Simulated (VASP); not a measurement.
Input of a VASP 6.6.1 run:

Contents of POSCAR:

```
AlN
1.0
    3.1066956632      0.0000000000      0.0000000000
   -1.5533478316      2.6904773662      0.0000000000
    0.0000000000      0.0000000000      4.9785179513
Al N
2 2
Direct
    0.3333333333      0.6666666667     -0.0008019551
    0.6666666667      0.3333333333      0.4991980449
    0.3333333333      0.6666666667      0.3808019551
    0.6666666667      0.3333333333      0.8808019551
```

The input INCAR.step1:

```
SYSTEM = AlN
ALGO = Normal
EDIFF = 1E-4
ENCUT = 600
GGA = PE
ISMEAR = 0
LASPH = .TRUE.
LCHARG = .FALSE.
LREAL = .FALSE.
LWAVE = .TRUE.
NELM = 80
PREC = Accurate
SIGMA = 0.01
```

Contents of INCAR.step2:

```
SYSTEM = AlN
ALGO = Normal
EDIFF = 1E-6
EDIFFG = -0.002
ENCUT = 600
IBRION = 2
ISIF = 3
ISMEAR = 0
ISTART = 1
LASPH = .TRUE.
LCHARG = .FALSE.
LMIXTAU = .TRUE.
LREAL = .FALSE.
LWAVE = .FALSE.
METAGGA = R2SCAN
NELM = 80
NSW = 100
PREC = Accurate
PSTRESS = 150.0
SIGMA = 0.01
```

KPOINTS

```
k-points
0
G
  8 8 4
  0 0 0
```

Potentials or basis: VASP PAW PBE potentials, release 64 (Al, N).

Run with:

```sh
$ cat potpaw_PBE.64/Al/POTCAR potpaw_PBE.64/N/POTCAR > POTCAR
$ cp INCAR.step1 INCAR
$ mpirun -np 1 vasp_std > vasp.out
$ cp INCAR.step2 INCAR
$ mpirun -np 1 vasp_std > vasp.out
```

Q: Predict the relaxed volume.

A: 9.76 Å³/atom.

Q: Estimate the relaxed cell.

A: a = 3.046 Å, b = 3.046 Å, c = 4.857 Å, α = 90.00°, β = 90.00°, γ = 120.00°.

Q: Predict the space group after relaxing (to 0.1 Å).

A: P6_3mc (No. 186).

Q: Predict the band gap on the k mesh.

A: 5.49 eV.

Final structure:
```
CELL_PARAMETERS angstrom
3.04583 0.00000 0.00000
-1.52292 2.63777 0.00000
0.00000 0.00000 4.85677
ATOMIC_POSITIONS crystal
Al 0.33333 0.66667 0.99847
Al 0.66667 0.33333 0.49847
N 0.33333 0.66667 0.38153
N 0.66667 0.33333 0.88153
```

Caveat: the cell is relaxed towards a set pressure, so the run minimises the enthalpy, not the energy; the PAW data sets were made with another functional, which shifts forces and pressure a little. A k mesh can miss the band edges.
